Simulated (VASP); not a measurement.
Wanted: the native input for a VASP 6.6.1 run.

* Task: single point
* Functional: LDA
* Potentials or basis: VASP PAW LDA potentials, release 64 (B, N)
* Cutoff: 520 eV
* k mesh: 10 × 10 × 2
* Occupations: gaussian, width 0.05 eV
* Spin: no spin polarisation
* Dipole correction: no
* Further INCAR settings: ALGO = Normal; EDIFF = 1e-07; NBANDS = 36

The structure of BN lies in POSCAR:

```
BN
1.0
    1.8130010000     -1.8130010000      0.0000000000
    1.8130010000      0.0000000000     -1.8130010000
    7.2520040000      7.2520040000      7.2520040000
B N
6 6
Direct
    0.6666666667      0.6666666667      0.1666666667
    0.0000000000      0.0000000000      0.0000000000
    0.3333333333      0.3333333333      0.3333333333
    0.6666666667      0.6666666667      0.6666666667
    0.0000000000      0.0000000000      0.5000000000
    0.3333333333      0.3333333333      0.8333333333
    0.6666666667      0.6666666667      0.5416666667
    1.0000000000      1.0000000000      0.3750000000
    0.3333333333      0.3333333333      0.7083333333
    0.6666666667      0.6666666667      0.0416666667
    0.0000000000      0.0000000000      0.8750000000
    0.3333333333      0.3333333333      0.2083333333
```

The input as run:

INCAR

```
PREC = Accurate
ENCUT = 520
EDIFF = 1E-7
ISMEAR = 0
SIGMA = 0.05
LREAL = F
LASPH = T
NELM = 60
ALGO = Normal
ISIF = 2
LWAVE = F
LCHARG = F
GGA = CA
NBANDS = 36
```

KPOINTS

```
Automatic mesh
0
Gamma
  10 10 2
```

Potentials or basis: VASP PAW LDA potentials, release 64 (B, N).

The run is started by

```console
$ cat potpaw_LDA.64/B/POTCAR potpaw_LDA.64/N/POTCAR > POTCAR
$ mpirun -np 1 vasp_std > vasp.out
```

Results of the run:

| Quantity | Value |
| --- | --- |
| Pressure | -13.4 GPa |
| Band gap on the k mesh | 4.33 eV |

Run time: 110 s on 1 thread of AMD EPYC 7R43 64-Core Processor (Zen 3), with other jobs on the host, peak memory 0.15 GiB.
